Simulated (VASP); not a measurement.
**CO2: single point with PBE**

CO2:

```
CELL_PARAMETERS angstrom
4.22721 0.00000 0.00000
0.00000 4.22721 0.00000
0.00000 0.00000 4.68777
ATOMIC_POSITIONS crystal
C 0.50000 0.50000 0.50000
C 0.00000 0.00000 0.00000
O 0.30483 0.69517 0.50000
O 0.69517 0.30483 0.50000
O 0.19517 0.19517 0.00000
O 0.80483 0.80483 0.00000
```

- Program: VASP 6.6.1
- Task: single point
- Functional: PBE
- Potentials or basis: VASP PAW PBE potentials, release 64 (C, O)
- Cutoff: 520 eV
- k mesh: 8 × 8 × 8
- Occupations: gaussian, width 0.05 eV
- Spin: no spin polarisation
- Dipole correction: no
- Further INCAR settings: ALGO = Normal; EDIFF = 1e-06; NBANDS = 25

```json
{
 "Pressure": "4.1 GPa",
 "Largest force": "0.781 eV/Å",
 "Band gap on the k mesh": "6.57 eV (least direct gap 7.04 eV)"
}
```

Forces on the atoms (eV/Å):
```
C    0.000  0.000  0.000
C    0.000  0.000  0.000
O   -0.552  0.552  0.000
O    0.552 -0.552  0.000
O    0.552  0.552  0.000
O   -0.552 -0.552  0.000
```

Stress tensor (GPa, compression positive):
```
5.25 0.00 0.00
0.00 5.25 0.00
0.00 0.00 1.72
```

Levels at points of the mesh, in eV from the valence-band top:
| k point | band 13 | band 14 | band 15 | band 16 | band 17 | band 18 | band 19 | band 20 |
| --- | --- | --- | --- | --- | --- | --- | --- | --- |
| (0.00, 0.00, 0.00) | -1.39 | -0.55 | -0.47 | -0.47 | 6.57 | 7.47 | 7.92 | 7.92 |
| (0.50, 0.00, 0.00) | -0.53 | -0.53 | -0.48 | -0.48 | 8.10 | 8.10 | 8.19 | 8.19 |
| (0.50, 0.50, 0.00) | -0.66 | -0.66 | 0.00 | 0.00 | 8.23 | 8.23 | 8.33 | 8.33 |
| (0.00, 0.00, 0.50) | -0.98 | -0.98 | -0.47 | -0.47 | 7.88 | 7.88 | 8.05 | 8.05 |
| (0.50, 0.00, 0.50) | -0.89 | -0.89 | -0.26 | -0.26 | 7.95 | 7.95 | 8.46 | 8.46 |
| (0.50, 0.50, 0.50) | -0.51 | -0.51 | 0.00 | 0.00 | 7.68 | 7.68 | 8.33 | 8.33 |

Wall time 75 s on 1 thread of Intel(R) Xeon(R) Platinum 8259CL CPU @ 2.50GHz (Skylake/Cascade Lake), with other jobs on the host, peak memory 0.25 GiB.

Caveat: the cell stands under pressure; this functional lacks dispersion, which holds the molecules together, so the pressure and a relaxed volume are unreliable. A k mesh can miss the band edges.
